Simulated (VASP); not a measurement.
# Ru2Pb (R-3m) in VASP: notebook

Runs on Ru2Pb. Level: PBE. Tasks: relaxation of cell and atoms, single point.

All numbers are computed with VASP 6.6.1; they aren't measurements. Logs are shortened: lines on timing, memory, paths and dates and some standing lists are left out, and cuts for length are marked.

### Step 1. The cell of the first run

The structure is trigonal, space group R-3m (No. 166). Conventional cell: a = 3.555 Å, b = 3.555 Å, c = 16.104 Å, α = 90.00°, β = 90.00°, γ = 120.00°. Ru (site symmetry 3m) has 3 Pb at 2.45 Å within 3.2 Å. Pb (site symmetry -3m) has 6 Ru at 2.45 Å within 3.2 Å.

### Step 2. Relaxation of cell and atoms, PBE

File INCAR:

```
ALGO = Normal
EDIFF = 1E-7
EDIFFG = -0.04
ENCUT = 600
GGA = PE
IBRION = 2
ISIF = 3
ISMEAR = 0
LASPH = True
LCHARG = False
LREAL = False
LWAVE = False
NELM = 100
NSW = 90
PREC = Accurate
SIGMA = 0.1
```

File KPOINTS:

```
k-points
0
Gamma
  6 6 6
```

File POSCAR:

```
Ru2Pb
1.0
    1.7773436979      1.0261498624      5.3680326351
   -1.7773436979      1.0261498624      5.3680326351
    0.0000000000     -2.0522997249      5.3680326351
Ru Pb
2 1
Direct
    0.7500000000      0.7500000000      0.7500000000
    0.2500000000      0.2500000000      0.2500000000
    0.0000000000      0.0000000000      0.0000000000
```

Potentials or basis: VASP PAW PBE potentials, release 64 (Ru_pv, Pb_d).

Launch:

```bash
cat potpaw_PBE.64/Ru_pv/POTCAR potpaw_PBE.64/Pb_d/POTCAR > POTCAR
mpirun -np 1 vasp_std > vasp.out
```

OUTCAR:

```text
EDIFF = 1E-7
   EDIFFG = -0.04
   ENCUT = 600
   GGA = PE
   IBRION = 2
   ISIF = 3
   ISMEAR = 0
   LASPH = True
   LREAL = False
   NELM = 100
   NSW = 90
   PREC = Accurate

 ion  position               nearest neighbor table
   1  0.750  0.750  0.750-   3 2.45   3 2.45   3 2.45
   2  0.250  0.250  0.250-   3 2.45   3 2.45   3 2.45
   3  0.000  0.000  0.000-   1 2.45   1 2.45   2 2.45   2 2.45   1 2.45   2 2.45

  LATTYP: Found a trigonal (rhomboedric) cell.
 ALAT       =     5.7469738587
 COS(alpha) =     0.8087090652

  Lattice vectors:

 A1 = (   1.7773436979,   1.0261498624,   5.3680326351)
 A2 = (  -1.7773436979,   1.0261498624,   5.3680326351)
 A3 = (   0.0000000000,  -2.0522997249,   5.3680326351)

Analysis of symmetry for initial positions (statically):
=====================================================================
 Subroutine PRICEL returns:
 Original cell was already a primitive cell.

 Routine SETGRP: Setting up the symmetry group for a
 trigonal (rhombohedral) supercell.

 Subroutine GETGRP returns: Found 12 space group operations
 (whereof 12 operations were pure point group operations)
 out of a pool of 12 trial point group operations.

The static configuration has the point symmetry D_3d.

Analysis of symmetry for dynamics (positions and initial velocities):
=====================================================================
 Subroutine PRICEL returns:
 Original cell was already a primitive cell.

 Routine SETGRP: Setting up the symmetry group for a
 trigonal (rhombohedral) supercell.

 Subroutine GETGRP returns: Found 12 space group operations
 (whereof 12 operations were pure point group operations)
 out of a pool of 12 trial point group operations.

The dynamic configuration has the point symmetry D_3d.

 Subroutine INISYM returns: Found 12 space group operations
 (whereof 12 operations are pure point group operations),
 and found     1 'primitive' translations

----------------------------------------------------------------------------------------

                                     Primitive cell

  volume of cell :      58.7420

  direct lattice vectors                    reciprocal lattice vectors
     1.777343698  1.026149862  5.368032635     0.281318690  0.162419421  0.062095996
    -1.777343698  1.026149862  5.368032635    -0.281318690  0.162419421  0.062095996
     0.000000000 -2.052299725  5.368032635     0.000000000 -0.324838842  0.062095996

  length of vectors
     5.746973859  5.746973859  5.746973859     0.330720707  0.330720707  0.330720707

  position of ions in fractional coordinates (direct lattice)
     0.750000000  0.750000000  0.750000000
     0.250000000  0.250000000  0.250000000
     0.000000000  0.000000000  0.000000000

  ion indices of the primitive-cell ions
   primitive index   ion index
                 1           1
                 2           2
                 3           3

----------------------------------------------------------------------------------------

 KPOINTS: k-points

Automatic generation of k-mesh.
 Grid dimensions read from file:
 generate k-points for:    6    6    6

 Generating k-lattice:

  Cartesian coordinates                     Fractional coordinates (reciprocal lattice)
     0.046886448  0.027069904  0.010349333     0.166666667 -0.000000000  0.000000000
    -0.046886448  0.027069904  0.010349333    -0.000000000  0.166666667  0.000000000
     0.000000000 -0.054139807  0.010349333     0.000000000  0.000000000  0.166666667

  Length of vectors
     0.055120118  0.055120118  0.055120118

  Shift w.r.t. Gamma in fractional coordinates (k-lattice)
     0.000000000  0.000000000  0.000000000

 Subroutine IBZKPT returns following result:
 ===========================================

 Found     32 irreducible k-points:

 Following reciprocal coordinates:
            Coordinates               Weight
  0.000000  0.000000  0.000000      1.000000
  0.166667 -0.000000 -0.000000      6.000000
  0.333333 -0.000000 -0.000000      6.000000
  0.500000 -0.000000 -0.000000      3.000000
  0.166667  0.166667 -0.000000      6.000000
  0.333333  0.166667 -0.000000     12.000000
[... 16 lines left out ...]
  0.500000  0.500000  0.166667      6.000000
 -0.333333  0.500000  0.166667     12.000000
 [... further k-points ...]
   k-points           NKPTS =     32   k-points in BZ     NKDIM =     32   number of bands    NBANDS=     25
   number of dos      NEDOS =    301   number of ions     NIONS =      3
   total plane-waves  NPLWV = 110592
   dimension x,y,z NGX =    48 NGY =   48 NGZ =   48
   dimension x,y,z NGXF=    96 NGYF=   96 NGZF=   96
   ions per type =               2   1
   NGX,Y,Z   is equivalent  to a cutoff of  13.89, 13.89, 13.89 a.u.
   NGXF,Y,Z  is equivalent  to a cutoff of  27.77, 27.77, 27.77 a.u.
 SYSTEM =  unknown system
   PREC   = accura    normal or accurate (medium, high low for compatibility)
   ISTART =      0    job   : 0-new  1-cont  2-samecut
   ICHARG =      2    charge: 1-file 2-atom 10-const
   ISPIN  =      1    spin polarized calculation?
   LNONCOLLINEAR =      F non collinear calculations
   LSORBIT =      F    spin-orbit coupling
   LASPH  =      T    aspherical Exc in radial PAW
   ENCUT  =  600.0 eV  44.10 Ry    6.64 a.u.  11.48 11.48 11.48*2*pi/ulx,y,z
   NELM   =    100;   NELMIN=  2; NELMDL= -5     # of ELM steps
   EDIFF  = 0.1E-06   stopping-criterion for ELM
   LREAL  =      F    real-space projection
   EDIFFG = -.4E-01   stopping-criterion for IOM
   NSW    =     90    number of steps for IOM
   IBRION =      2    ionic relax: 0-MD 1-quasi-New 2-CG
   NFREE  =      1    steps in history (QN), initial steepest desc. (CG)
   ISIF   =      3    stress and relaxation
   ISYM   =      2    0-nonsym 1-usesym 2-fastsym
   POTIM  = 0.5000    time-step for ionic-motion
   TEBEG  =    0.0;   TEEND  =   0.0 temperature during run
   PSTRESS=    0.0 pullay stress
   NELECT =      42.0000    total number of electrons
   NUPDOWN=      -1.0000    fix difference up-down
   EMIN   =  10.00;   EMAX   =-10.00  energy-range for DOS
   EFERMI =   0.00;   METHOD = LEGACY
   ISMEAR =     0;   SIGMA  =   0.10  broadening in eV -4-tet -1-fermi 0-gaus
   EFERMI_NEDOS =   21; number of points for ismear=-14 and -15
   IALGO  =     38    algorithm
   IMIX   =      4    mixing-type and parameters
     AMIX     =   0.40;   BMIX     =  1.00
     AMIX_MAG =   1.60;   BMIX_MAG =  1.00
  volume/ion in A,a.u.               =      19.58       132.14
  Fermi-wavevector in a.u.,A,eV,Ry     =   1.463890  2.766351 29.156923  2.142973
  Thomas-Fermi vector in A             =   2.579931
   LORBIT       =      0    0 simple, 1 ext, 2 COOP (PROOUT), +10 PAW based schemes
   GGA     = PE    functional components
   LHFCALC =     F    Hartree Fock is set to
   AEXX    =    0.0000 exact exchange contribution
   IVDW    =     0    specifies the selected vdW correction
   LEPSILON=     F    determine dielectric tensor
   LRPA    =     F    only Hartree local field effects (RPA)
 conjugate gradient relaxation of ions
 non-spin polarized calculation
 Gauss-broadening in eV      SIGMA  =   0.10
  energy-cutoff  :      600.00
  volume of cell :       58.74
 maximum number of plane-waves:      1979
 NGX is ok and might be reduce to    48
   NGX = 23   NGY = 23   NGZ = 23

--------------------------------------- Ionic step        1  -------------------------------------------

 number of electron      41.9999997 magnetization

 Free energy of the ion-electron system (eV)
  ---------------------------------------------------
  ext. energy  EPLUGINS =         0.00000000
  ---------------------------------------------------
  free energy    TOTEN  =       -15.24917274 eV

  energy without entropy =      -15.21040717  energy(sigma->0) =      -15.22978996

------------------------ aborting loop because EDIFF is reached ----------------------------------------

  FORCE on cell =-STRESS in cart. coord.  units (eV):
  Direction    XX          YY          ZZ          XY          YZ          ZX
  --------------------------------------------------------------------------------------
  -------------------------------------------------------------------------------------
  Total       11.6763071     11.6763071      7.0135488     -0.0000000     -0.0000000      0.0000000
  in kB      318.4692349    318.4692350    191.2933182     -0.0000000     -0.0000000      0.0000000
  external PRESSURE =     276.0772627 kB  Pullay stress =       0.0000000 kB
[... 22 lines left out ...]
  energy  without entropy=      -15.2104071749  energy(sigma->0) =      -15.22978996

--------------------------------------- Ionic step        2  -------------------------------------------

 number of electron      41.9999995 magnetization

 E-fermi :   3.9241     XC(G=0):  -9.6307

 val. band max:        3.9164970652   @ k =   0.5000   0.1667  -0.0000
 cond. band min:       3.9348163850   @ k =  -0.3333   0.3333   0.3333
 fundamental gap:      0.0183193198
 Fermi energy:         3.9241136061

 k-point     1 :       0.0000    0.0000    0.0000
  band No.  band energies     occupation
      1     -37.7654      2.00000
      2     -37.7362      2.00000
      3     -37.7276      2.00000
      4     -37.7276      2.00000
      5     -37.7151      2.00000
      6     -37.7151      2.00000
[... 661 lines left out ...]
     24       4.6418      0.00000
     25       5.3075      0.00000

 [... further k-points ...]

------------------------ aborting loop because EDIFF is reached ----------------------------------------

  FORCE on cell =-STRESS in cart. coord.  units (eV):
  Direction    XX          YY          ZZ          XY          YZ          ZX
  --------------------------------------------------------------------------------------
  -------------------------------------------------------------------------------------
  Total       -9.7348002     -9.7348002    -12.1101168      0.0000000      0.0000000     -0.0000000
  in kB     -169.1285060   -169.1285060   -210.3963029      0.0000000      0.0000000     -0.0000000
  external PRESSURE =    -182.8844383 kB  Pullay stress =       0.0000000 kB
[... 55 lines left out ...]
  FREE ENERGIE OF THE ION-ELECTRON SYSTEM (eV)
  ---------------------------------------------------
  free  energy   TOTEN  =       -16.6875905235 eV

  energy  without entropy=      -16.6351049549  energy(sigma->0) =      -16.66134774

 E-fermi :  10.5597     XC(G=0): -12.3667

 val. band max:       10.5230946184   @ k =   0.3333  -0.0000  -0.0000
 cond. band min:      10.5693427348   @ k =   0.5000   0.3333   0.3333
 fundamental gap:      0.0462481164
 Fermi energy:        10.5596901391

 k-point     1 :       0.0000    0.0000    0.0000
  band No.  band energies     occupation
      1     -32.6253      2.00000
      2     -32.6253      2.00000
      3     -32.2592      2.00000
      4     -31.9789      2.00000
      5     -31.9070      2.00000
      6     -31.9070      2.00000
[... 661 lines left out ...]
     24      12.1222      0.00000
     25      12.3505      0.00000

 [... further k-points ...]

[... ionic steps 4 to 38 ...]

--------------------------------------- Ionic step       39  -------------------------------------------

 number of electron      41.9999997 magnetization

------------------------ aborting loop because EDIFF is reached ----------------------------------------

  FORCE on cell =-STRESS in cart. coord.  units (eV):
  Direction    XX          YY          ZZ          XY          YZ          ZX
  --------------------------------------------------------------------------------------
  -------------------------------------------------------------------------------------
  Total        0.0185343      0.0185343     -0.1411817      0.0000000      0.0000000      0.0000000
  in kB        0.4467236      0.4467236     -3.4028429      0.0000000      0.0000000      0.0000000
  external PRESSURE =      -0.8364652 kB  Pullay stress =       0.0000000 kB
[... 59 lines left out ...]
  energy  without entropy=      -19.7501404150  energy(sigma->0) =      -19.75274077

--------------------------------------- Ionic step       41  -------------------------------------------

 number of electron      41.9999997 magnetization

 Free energy of the ion-electron system (eV)
  ---------------------------------------------------
  ext. energy  EPLUGINS =         0.00000000
  ---------------------------------------------------
  free energy    TOTEN  =       -19.75543331 eV

  energy without entropy =      -19.75017551  energy(sigma->0) =      -19.75280441

 E-fermi :   7.8745     XC(G=0): -11.1811

 val. band max:        7.8109179382   @ k =   0.3333  -0.0000  -0.0000
 cond. band min:       7.8909907941   @ k =   0.5000  -0.0000  -0.0000
 fundamental gap:      0.0800728559
 Fermi energy:         7.8745055284

 k-point     1 :       0.0000    0.0000    0.0000
  band No.  band energies     occupation
      1     -35.3531      2.00000
      2     -35.3531      2.00000
      3     -34.6467      2.00000
      4     -34.6160      2.00000
      5     -34.3499      2.00000
      6     -34.3499      2.00000
[... 661 lines left out ...]
     24       9.7127      0.00000
     25       9.8086      0.00000

 [... further k-points ...]

------------------------ aborting loop because EDIFF is reached ----------------------------------------

  FORCE on cell =-STRESS in cart. coord.  units (eV):
  Direction    XX          YY          ZZ          XY          YZ          ZX
  --------------------------------------------------------------------------------------
  -------------------------------------------------------------------------------------
  Total        0.0095103      0.0095103     -0.1135331      0.0000000      0.0000000      0.0000000
  in kB        0.2293107      0.2293107     -2.7374897      0.0000000      0.0000000      0.0000000
  external PRESSURE =      -0.7596228 kB  Pullay stress =       0.0000000 kB
[... 18 lines left out ...]
  FREE ENERGIE OF THE ION-ELECTRON SYSTEM (eV)
  ---------------------------------------------------
  free  energy   TOTEN  =       -19.7554333054 eV

  energy  without entropy=      -19.7501755066  energy(sigma->0) =      -19.75280441

 reached required accuracy - stopping structural energy minimisation
```

It took 29 min on 1 thread of Intel Xeon 6975P-C (Granite Rapids), shared host; peak memory 0.41 GiB.

Results:

* Free energy: -19.7554 eV
* Relaxed volume: 22.15 Å³/atom
* Relaxed cell: a = 5.559 Å, b = 5.559 Å, c = 5.559 Å, α = 40.90°, β = 40.90°, γ = 40.90°
* Space group after relaxing (to 0.05 Å): R-3m (No. 166)
* Energy gained by relaxing: 1502.1 meV/atom
* Ionic steps: 41
* Pressure after relaxing: -0.1 GPa
* Largest force after relaxing: 0.007 eV/Å
* Band gap on the k mesh: zero (band 21 reaches 8.13 eV, above the bottom of band 22 at 7.81 eV)

Forces on the atoms (eV/Å):
```
Ru   0.000  0.000 -0.007
Ru   0.000  0.000  0.007
Pb   0.000  0.000  0.000
```

Step by step:
```csv
step,energy change (eV),largest force (eV/Å),pressure (GPa),volume (Å³)
1,0.0000,5.8456,27.61,58.74
3,-1.4384,1.8639,-8.71,71.21
5,-1.4542,2.1772,-6.20,69.47
7,-3.4574,1.2495,28.32,51.18
9,-3.5436,2.0821,17.05,53.25
11,-3.9783,0.2368,19.02,54.23
13,-4.3164,0.6708,-4.12,62.98
15,-4.3364,0.4750,-0.64,61.08
17,-4.3674,0.3212,-0.11,61.27
19,-4.4168,0.3288,4.64,61.98
21,-4.4416,0.0699,1.49,62.57
23,-4.4471,0.1435,0.08,63.67
25,-4.4547,0.2407,-0.31,64.25
27,-4.4879,0.4291,-2.14,66.87
29,-4.4889,0.4263,-2.38,67.17
31,-4.4904,0.3826,-2.63,67.58
33,-4.4942,0.2239,-2.52,67.86
35,-4.4963,0.1490,-2.30,67.82
37,-4.5058,0.0145,-0.46,66.69
39,-4.5061,0.0139,-0.08,66.47
41,-4.5063,0.0070,-0.08,66.45
```

Final structure:
```xyz
3
Lattice="1.9420 1.1212 5.0863 -1.9420 1.1212 5.0863 0.0000 -2.2424 5.0863" Properties=species:S:1:pos:R:3 pbc="T T T"
Ru    0.0000    0.0000   12.3474
Ru    0.0000    0.0000    2.9114
Pb    0.0000    0.0000    0.0000
```

Levels at points of the mesh, in eV from the Fermi level:
| k point | band 17 | band 18 | band 19 | band 20 | band 21 | band 22 | band 23 | band 24 | band 25 |
| --- | --- | --- | --- | --- | --- | --- | --- | --- | --- |
| (0.00, 0.00, 0.00) | -3.22 | -3.22 | -0.12 | -0.10 | -0.10 | 0.81 | 0.81 | 1.44 | 5.18 |
| (0.50, 0.00, 0.00) | -3.11 | -2.95 | -0.43 | -0.31 | -0.11 | 0.02 | 0.57 | 1.12 | 3.18 |
| (0.50, 0.50, 0.00) | -2.60 | -2.54 | -2.04 | -0.63 | -0.39 | 1.28 | 1.55 | 1.61 | 1.74 |
| (0.50, 0.50, 0.50) | -3.26 | -2.37 | -1.86 | -0.09 | -0.09 | 0.59 | 0.59 | 4.51 | 4.51 |

Caveat: spin-orbit coupling is left out, which moves the levels of the heavy elements.

### Step 3. Single point, PBE

This run uses another cell than the first one, of 22.14 Å³/atom, 1.131 times its volume.

File INCAR:

```
  PREC = Accurate
  ENCUT = 520
  EDIFF = 1E-7
  ISMEAR = 0
  SIGMA = 0.1
  LREAL = False
  LASPH = True
  NELM = 60
  ALGO = Fast
  ISIF = 2
  LWAVE = False
  LCHARG = True
  GGA = PE
  LELF = True
  LVHAR = True
  NBANDS = 28
```

File KPOINTS:

```
regular mesh
0
Gamma
  12 12 12
```

File POSCAR:

```
Ru2Pb
1.0
    1.9435366738      1.1221014218      5.0752883365
   -1.9435366738      1.1221014218      5.0752883365
    0.0000000000     -2.2442028436      5.0752883365
Ru Pb
2 1
Direct
    0.8094220337      0.8094220337      0.8094220337
    0.1905779663      0.1905779663      0.1905779663
    0.0000000000      0.0000000000      0.0000000000
```

Potentials or basis: VASP PAW PBE potentials, release 64 (Ru_pv, Pb_d).

Launch:

```bash
cat potpaw_PBE.64/Ru_pv/POTCAR potpaw_PBE.64/Pb_d/POTCAR > POTCAR
mpirun -np 1 vasp_std > vasp.out
```

Wall time 7.6 min (1 thread of Intel Xeon 6975P-C (Granite Rapids), shared host); peak memory 0.48 GiB.

The run converged. Its results:

* Free energy: -19.7717 eV
* Pressure: 0.1 GPa
* Largest force: 0.042 eV/Å
* Band gap on the k mesh: zero (band 21 reaches 8.14 eV, above the bottom of band 22 at 7.84 eV)

Forces in eV/Å, atoms in the order of the input:
```
Ru   0.000  0.000 -0.042
Ru   0.000  0.000  0.042
Pb   0.000  0.000  0.000
```

Stress tensor (GPa, compression positive):
```
0.19 0.00 0.00
0.00 0.19 0.00
0.00 0.00 0.03
```

Levels at points of the mesh, in eV from the Fermi level:
| k point | band 19 | band 20 | band 21 | band 22 | band 23 | band 24 |
| --- | --- | --- | --- | --- | --- | --- |
| (0.00, 0.00, 0.00) | -0.15 | -0.15 | -0.13 | 0.79 | 0.79 | 1.43 |
| (0.50, 0.00, 0.00) | -0.44 | -0.36 | -0.12 | 0.02 | 0.55 | 1.10 |
| (0.50, 0.50, 0.00) | -2.08 | -0.64 | -0.40 | 1.26 | 1.51 | 1.58 |
| (0.50, 0.50, 0.50) | -1.85 | -0.14 | -0.14 | 0.57 | 0.57 | 4.45 |

Caveat: spin-orbit coupling is left out, which moves the levels of the heavy elements.
